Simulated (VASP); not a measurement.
# BN (P3m1) in VASP: a series of runs

BN is run at these levels: PBEsol; tasks: single point, relaxation of cell and atoms.

All numbers are computed with VASP 6.6.1; they aren't measurements. Logs are shortened: lines on timing, memory, paths and dates and some standing lists are left out, and cuts for length are marked.

**1. The cell of the first run**

Symmetry: P3m1, No. 156, trigonal system. The conventional cell has a = 2.546 Å, b = 2.546 Å, c = 10.448 Å, α = 90.00°, β = 90.00°, γ = 120.00°. B (site symmetry 3m) has 4 N at 1.56 to 1.57 Å within 2.1 Å. B (site symmetry 3m) has 4 N at 1.56 to 1.57 Å within 2.1 Å. B (site symmetry 3m) has 4 N at 1.56 Å within 2.1 Å. Within 2.1 Å of B (site symmetry 3m) lie 4 N at 1.56 Å. Within 2.1 Å of B (site symmetry 3m) lie 4 N at 1.56 Å. N (site symmetry 3m) has 4 B at 1.56 to 1.57 Å within 2.1 Å. Within 2.1 Å of N (site symmetry 3m) lie 4 B at 1.56 to 1.57 Å. N (site symmetry 3m) has 4 B at 1.56 Å within 2.1 Å.

**2. Single point, PBEsol**

INCAR reads:

```
SYSTEM = BN
  PREC = Accurate
  ENCUT = 520
  EDIFF = 1E-6
  ISMEAR = 0
  SIGMA = 0.02
  LREAL = .False.
  LASPH = .True.
  NELM = 100
  ALGO = Normal
  ISIF = 2
  LWAVE = .False.
  LCHARG = .False.
  GGA = PS
  NBANDS = 31
```

KPOINTS reads:

```
regular mesh
0
Gamma
  12 12 3
  0 0 0
```

POSCAR reads:

```
BN
1.0
    2.5460536251      0.0000000000      0.0000000000
   -1.2730268125      2.2049471187      0.0000000000
    0.0000000000      0.0000000000     10.4482699616
B N
5 5
Direct
    0.0000000000      0.0000000000     -0.0008256434
    0.3333333333      0.6666666667      0.2003413965
    0.0000000000      0.0000000000      0.4009913952
    0.6666666667      0.3333333333      0.6002068413
    0.3333333333      0.6666666667      0.7994800915
    0.0000000000      0.0000000000      0.1498269194
    0.3333333333      0.6666666667      0.3509078634
    0.0000000000      0.0000000000      0.5503927796
    0.6666666667      0.3333333333      0.7497138305
    0.3333333333      0.6666666667      0.9489645261
```

Potentials or basis: VASP PAW PBE potentials, release 64 (B, N).

Launch:

```console
$ cat potpaw_PBE.64/B/POTCAR potpaw_PBE.64/N/POTCAR > POTCAR
$ mpirun -np 1 vasp_std > vasp.out
```

OUTCAR:

```text
SYSTEM = BN
   PREC = Accurate
   ENCUT = 520
   EDIFF = 1E-6
   ISMEAR = 0
   LREAL = .False.
   LASPH = .True.
   NELM = 100
   ISIF = 2
   GGA = PS

 ion  position               nearest neighbor table
   1  0.000  0.000  0.999-  10 1.56  10 1.56  10 1.56   6 1.57
   2  0.333  0.667  0.200-   6 1.56   6 1.56   6 1.56   7 1.57
   3  0.000  0.000  0.401-   7 1.56   7 1.56   7 1.56   8 1.56
   4  0.667  0.333  0.600-   8 1.56   8 1.56   8 1.56   9 1.56
   5  0.333  0.667  0.799-   9 1.56   9 1.56   9 1.56  10 1.56
   6  0.000  0.000  0.150-   2 1.56   2 1.56   2 1.56   1 1.57
   7  0.333  0.667  0.351-   3 1.56   3 1.56   3 1.56   2 1.57
   8  0.000  0.000  0.550-   4 1.56   4 1.56   4 1.56   3 1.56
   9  0.667  0.333  0.750-   5 1.56   5 1.56   5 1.56   4 1.56
  10  0.333  0.667  0.949-   1 1.56   1 1.56   1 1.56   5 1.56

  LATTYP: Found a hexagonal cell.
 ALAT       =     2.5460536251
 C/A-ratio  =     4.1037116652

  Lattice vectors:

 A1 = (   2.5460536251,   0.0000000000,   0.0000000000)
 A2 = (  -1.2730268125,   2.2049471187,   0.0000000000)
 A3 = (   0.0000000000,   0.0000000000,  10.4482699616)

Analysis of symmetry for initial positions (statically):
=====================================================================
 Subroutine PRICEL returns:
 Original cell was already a primitive cell.

 Routine SETGRP: Setting up the symmetry group for a
 hexagonal supercell.

 Subroutine GETGRP returns: Found  6 space group operations
 (whereof  6 operations were pure point group operations)
 out of a pool of 24 trial point group operations.

The static configuration has the point symmetry C_3v.

Analysis of symmetry for dynamics (positions and initial velocities):
=====================================================================
 Subroutine PRICEL returns:
 Original cell was already a primitive cell.

 Routine SETGRP: Setting up the symmetry group for a
 hexagonal supercell.

 Subroutine GETGRP returns: Found  6 space group operations
 (whereof  6 operations were pure point group operations)
 out of a pool of 24 trial point group operations.

The dynamic configuration has the point symmetry C_3v.

 Subroutine INISYM returns: Found  6 space group operations
 (whereof  6 operations are pure point group operations),
 and found     1 'primitive' translations

----------------------------------------------------------------------------------------

[... 116 lines left out ...]
   POTIM  = 0.5000    time-step for ionic-motion
   TEBEG  =    0.0;   TEEND  =   0.0 temperature during run
   PSTRESS=    0.0 pullay stress
   NELECT =      40.0000    total number of electrons
   NUPDOWN=      -1.0000    fix difference up-down
   EMIN   =  10.00;   EMAX   =-10.00  energy-range for DOS
   EFERMI =   0.00;   METHOD = LEGACY
   ISMEAR =     0;   SIGMA  =   0.02  broadening in eV -4-tet -1-fermi 0-gaus
   EFERMI_NEDOS =   21; number of points for ismear=-14 and -15
   IALGO  =     38    algorithm
   IMIX   =      4    mixing-type and parameters
     AMIX     =   0.40;   BMIX     =  1.00
     AMIX_MAG =   1.60;   BMIX_MAG =  1.00
  volume/ion in A,a.u.               =       5.87        39.58
  Fermi-wavevector in a.u.,A,eV,Ry     =   1.440981  2.723058 28.251477  2.076425
  Thomas-Fermi vector in A             =   2.559664
   LORBIT       =      0    0 simple, 1 ext, 2 COOP (PROOUT), +10 PAW based schemes
   GGA     = PS    functional components
   LHFCALC =     F    Hartree Fock is set to
   AEXX    =    0.0000 exact exchange contribution
   IVDW    =     0    specifies the selected vdW correction
   LEPSILON=     F    determine dielectric tensor
   LRPA    =     F    only Hartree local field effects (RPA)
 non-spin polarized calculation
 Gauss-broadening in eV      SIGMA  =   0.02
  energy-cutoff  :      520.00
  volume of cell :       58.66
 maximum number of plane-waves:      1596
 NGX is ok and might be reduce to    20
   NGX =  9   NGY =  9   NGZ = 39

 number of electron      39.9999995 magnetization

 Free energy of the ion-electron system (eV)
  ---------------------------------------------------
  ext. energy  EPLUGINS =         0.00000000
  ---------------------------------------------------
  free energy    TOTEN  =       -91.67298778 eV

  energy without entropy =      -91.67298778  energy(sigma->0) =      -91.67298778

 E-fermi :   7.6486     XC(G=0): -13.0460

 val. band max:        7.5161353977   @ k =   0.0000   0.0000   0.0000
 cond. band min:      12.3347419360   @ k =   0.5000   0.0000   0.3333
 fundamental gap:      4.8186065383
 Fermi energy:         7.6486082337

 k-point     1 :       0.0000    0.0000    0.0000
  band No.  band energies     occupation
      1     -12.8943      2.00000
      2     -11.9384      2.00000
      3     -11.9184      2.00000
      4      -9.4439      2.00000
      5      -9.3999      2.00000
      6      -2.2231      2.00000
[... 805 lines left out ...]
     30      19.0037      0.00000
     31      19.1330      0.00000

 [... further k-points ...]

------------------------ aborting loop because EDIFF is reached ----------------------------------------

  FORCE on cell =-STRESS in cart. coord.  units (eV):
  Direction    XX          YY          ZZ          XY          YZ          ZX
  --------------------------------------------------------------------------------------
  -------------------------------------------------------------------------------------
  Total        0.2332050      0.2332050      0.2225765      0.0000000     -0.0000000     -0.0000000
  in kB        6.3699843      6.3699843      6.0796678      0.0000000     -0.0000000     -0.0000000
  external PRESSURE =       6.2732121 kB  Pullay stress =       0.0000000 kB

 VOLUME and BASIS-vectors are now :
 -----------------------------------------------------------------------------
  energy-cutoff  :      520.00
  volume of cell :       58.66
      direct lattice vectors                 reciprocal lattice vectors
     2.546053625  0.000000000  0.000000000     0.392764705  0.226762808  0.000000000
    -1.273026812  2.204947119  0.000000000     0.000000000  0.453525616  0.000000000
     0.000000000  0.000000000 10.448269962     0.000000000  0.000000000  0.095709625

 POSITION                                       TOTAL-FORCE (eV/Angst)
 -----------------------------------------------------------------------------------
      0.00000      0.00000     10.43964         0.000000      0.000000      0.002382
     -0.00000      1.46996      2.09322         0.000000      0.000000      0.001454
      0.00000      0.00000      4.18967         0.000000      0.000000      0.000208
      1.27303      0.73498      6.27112         0.000000     -0.000000      0.000864
     -0.00000      1.46996      8.35318        -0.000000      0.000000      0.001032
      0.00000      0.00000      1.56543         0.000000      0.000000     -0.001859
     -0.00000      1.46996      3.66638        -0.000000      0.000000     -0.002298
      0.00000      0.00000      5.75065         0.000000      0.000000     -0.000624
      1.27303      0.73498      7.83321         0.000000     -0.000000     -0.000786
     -0.00000      1.46996      9.91504        -0.000000      0.000000     -0.000374
 -----------------------------------------------------------------------------------
    total drift:                                0.000000     -0.000000     -0.000248

  FREE ENERGIE OF THE ION-ELECTRON SYSTEM (eV)
  ---------------------------------------------------
  free  energy   TOTEN  =       -91.6729877847 eV

  energy  without entropy=      -91.6729877847  energy(sigma->0) =      -91.67298778
```

It took 61 s on 1 thread of Intel Xeon Platinum 8375C at 2.90GHz (Ice Lake), shared host; peak memory 0.21 GiB.

Results:

| Item | Value |
| --- | --- |
| Free energy | -91.6730 eV |
| Pressure | 0.6 GPa |
| Band gap on the k mesh | 4.82 eV, indirect (least direct gap 6.90 eV) |

Forces on the atoms (eV/Å):
```
B    0.000  0.000  0.002
B    0.000  0.000  0.001
B    0.000  0.000  0.000
B    0.000  0.000  0.001
B    0.000  0.000  0.001
N    0.000  0.000 -0.002
N    0.000  0.000 -0.002
N    0.000  0.000 -0.001
N    0.000  0.000 -0.001
N    0.000  0.000  0.000
```

Levels at points of the mesh, in eV from the valence-band top:
```csv
k point,band 17,band 18,band 19,band 20,band 21,band 22,band 23,band 24
"(0.00, 0.00, 0.00)",-0.84,-0.12,0.00,0.00,8.56,8.56,8.72,9.39
"(0.50, 0.00, 0.00)",-3.74,-2.44,-2.44,-2.41,4.99,6.22,6.74,8.09
```

Caveat: the PAW data sets were made with another functional, which shifts forces and pressure a little.

**3. Relaxation of cell and atoms, PBEsol**

INCAR reads:

```
PREC = Accurate
ENCUT = 600
EDIFF = 1E-6
ISMEAR = 0
SIGMA = 0.02
LREAL = False
LASPH = True
NELM = 100
ALGO = Normal
ISIF = 3
LWAVE = False
LCHARG = False
GGA = PS
IBRION = 2
NSW = 65
EDIFFG = -0.01
```

KPOINTS reads:

```
regular mesh
0
Gamma
  12 12 3
```

POSCAR reads:

```
BN
1.0
    2.5410117668      0.0000000000      0.0000000000
   -1.2705058834      2.2005807414      0.0000000000
    0.0000000000      0.0000000000     10.5082524066
B N
5 5
Direct
    0.0000000000      0.0000000000      0.0000000000
    0.3333333333      0.6666666667      0.2000000000
    0.0000000000      0.0000000000      0.4000000000
    0.6666666667      0.3333333333      0.6000000000
    0.3333333333      0.6666666667      0.8000000000
    0.0000000000      0.0000000000      0.1500000000
    0.3333333333      0.6666666667      0.3500000000
    0.0000000000      0.0000000000      0.5500000000
    0.6666666667      0.3333333333      0.7500000000
    0.3333333333      0.6666666667      0.9500000000
```

Potentials or basis: VASP PAW PBE potentials, release 64 (B, N).

Launch:

```console
$ cat potpaw_PBE.64/B/POTCAR potpaw_PBE.64/N/POTCAR > POTCAR
$ mpirun -np 1 vasp_std > vasp.out
```

OUTCAR:

```text
PREC = Accurate
   ENCUT = 600
   EDIFF = 1E-6
   ISMEAR = 0
   LREAL = False
   LASPH = True
   NELM = 100
   ISIF = 3
   GGA = PS
   IBRION = 2
   NSW = 65
   EDIFFG = -0.01

 ion  position               nearest neighbor table
   1  0.000  0.000  0.000-  10 1.56  10 1.56  10 1.56   6 1.58
   2  0.333  0.667  0.200-   6 1.56   6 1.56   6 1.56   7 1.58
   3  0.000  0.000  0.400-   7 1.56   7 1.56   7 1.56   8 1.58
   4  0.667  0.333  0.600-   8 1.56   8 1.56   8 1.56   9 1.58
   5  0.333  0.667  0.800-   9 1.56   9 1.56   9 1.56  10 1.58
   6  0.000  0.000  0.150-   2 1.56   2 1.56   2 1.56   1 1.58
   7  0.333  0.667  0.350-   3 1.56   3 1.56   3 1.56   2 1.58
   8  0.000  0.000  0.550-   4 1.56   4 1.56   4 1.56   3 1.58
   9  0.667  0.333  0.750-   5 1.56   5 1.56   5 1.56   4 1.58
  10  0.333  0.667  0.950-   1 1.56   1 1.56   1 1.56   5 1.58

  LATTYP: Found a hexagonal cell.
 ALAT       =     2.5410117668
[... 428 lines left out ...]

  energy without entropy =      -91.69254724  energy(sigma->0) =      -91.69254724

 E-fermi :   7.5999     XC(G=0): -13.0420

 val. band max:        7.5061518555   @ k =   0.0000   0.0000   0.0000
 cond. band min:      12.3224936829   @ k =   0.5000   0.0000   0.3333
 fundamental gap:      4.8163418273
 Fermi energy:         7.5998754413

 k-point     1 :       0.0000    0.0000    0.0000
  band No.  band energies     occupation
      1     -12.8952      2.00000
      2     -11.9402      2.00000
      3     -11.9204      2.00000
      4      -9.4477      2.00000
      5      -9.4044      2.00000
      6      -2.2275      2.00000
[... 685 lines left out ...]
     25      17.2509      0.00000
     26      17.4580      0.00000

 [... further k-points ...]

------------------------ aborting loop because EDIFF is reached ----------------------------------------

  FORCE on cell =-STRESS in cart. coord.  units (eV):
  Direction    XX          YY          ZZ          XY          YZ          ZX
  --------------------------------------------------------------------------------------
  -------------------------------------------------------------------------------------
  Total       -0.0036388     -0.0036388     -0.0036938      0.0000000      0.0000000      0.0000000
  in kB       -0.0993099     -0.0993099     -0.1008121      0.0000000      0.0000000      0.0000000
  external PRESSURE =      -0.0998106 kB  Pullay stress =       0.0000000 kB
[... 25 lines left out ...]
  FREE ENERGIE OF THE ION-ELECTRON SYSTEM (eV)
  ---------------------------------------------------
  free  energy   TOTEN  =       -91.6925472375 eV

  energy  without entropy=      -91.6925472375  energy(sigma->0) =      -91.69254724

 reached required accuracy - stopping structural energy minimisation
```

OSZICAR:

```text
N       E                     dE             d eps       ncg     rms          rms(c)
DAV:   1     0.188267662498E+03    0.18827E+03   -0.24355E+04  2600   0.171E+03
DAV:   2    -0.869428440865E+02   -0.27521E+03   -0.26686E+03  3380   0.369E+02
DAV:   3    -0.963924499633E+02   -0.94496E+01   -0.94282E+01  3496   0.773E+01
[... 61 lines left out ...]
DAV:   4    -0.916925186065E+02    0.50471E-06   -0.26288E-06  3016   0.173E-02
   9 F= -.91692519E+02 E0= -.91692519E+02  d E =0.142969E-04
       N       E                     dE             d eps       ncg     rms          rms(c)
DAV:   1    -0.916925478142E+02   -0.28703E-04   -0.21445E-03  2718   0.325E-01    0.106E-02
DAV:   2    -0.916925481286E+02   -0.31439E-06   -0.38565E-05  3552   0.504E-02    0.687E-03
DAV:   3    -0.916925472375E+02    0.89105E-06   -0.33737E-06  3142   0.199E-02
  10 F= -.91692547E+02 E0= -.91692547E+02  d E =-.143341E-04
```

Wall time 4.2 min (1 thread of Intel Xeon Platinum 8375C at 2.90GHz (Ice Lake), shared host); peak memory 0.22 GiB.

Results:

```yaml
Free_energy: -91.6925 eV
Relaxed_volume: 5.87 Å³/atom
Relaxed_cell: a = 2.547 Å, b = 2.547 Å, c = 10.451 Å, α = 90.00°, β = 90.00°, γ = 120.00°
Space_group_after_relaxing_to_0.05_Å: P3m1 (No. 156)
Energy_gained_by_relaxing: 1.0 meV/atom
Ionic_steps: 10
Pressure_after_relaxing: 0.0 GPa
Largest_force_after_relaxing: 0.004 eV/Å
Band_gap_on_the_k_mesh: 4.82 eV, indirect (least direct gap 6.90 eV)
```

Forces on the atoms (eV/Å):
```
B    0.000  0.000 -0.001
B    0.000  0.000 -0.002
B    0.000  0.000 -0.003
B    0.000  0.000  0.001
B    0.000  0.000  0.004
N    0.000  0.000  0.000
N    0.000  0.000  0.001
N    0.000  0.000  0.001
N    0.000  0.000 -0.003
N    0.000  0.000  0.002
```

Step by step:
```tsv
step	energy change (eV)	largest force (eV/Å)	pressure (GPa)	volume (Å³)
1	0.0000	0.2016	-0.32	58.76
2	-0.0054	0.1987	0.34	58.66
3	-0.0086	0.1132	0.05	58.70
4	-0.0095	0.0989	0.00	58.70
5	-0.0095	0.0955	0.01	58.70
6	-0.0099	0.0437	-0.04	58.71
7	-0.0099	0.0254	-0.03	58.71
8	-0.0099	0.0257	-0.03	58.71
9	-0.0099	0.0352	0.01	58.70
10	-0.0099	0.0036	-0.01	58.70
```

Final structure:
```
B N
1.0
     2.54680    0.00000    0.00000
    -1.27340    2.20559    0.00000
     0.00000    0.00000   10.45089
B N
5 5
Cartesian
  0.0000 0.0000 10.4423
  0.0000 1.4704 2.0938
  0.0000 0.0000 4.1908
  1.2734 0.7352 6.2727
  0.0000 1.4704 8.3552
  0.0000 0.0000 1.5658
  0.0000 1.4704 3.6673
  0.0000 0.0000 5.7521
  1.2734 0.7352 7.8352
  0.0000 1.4704 9.9175
```

Caveat: the PAW data sets were made with another functional, which shifts forces and pressure a little.
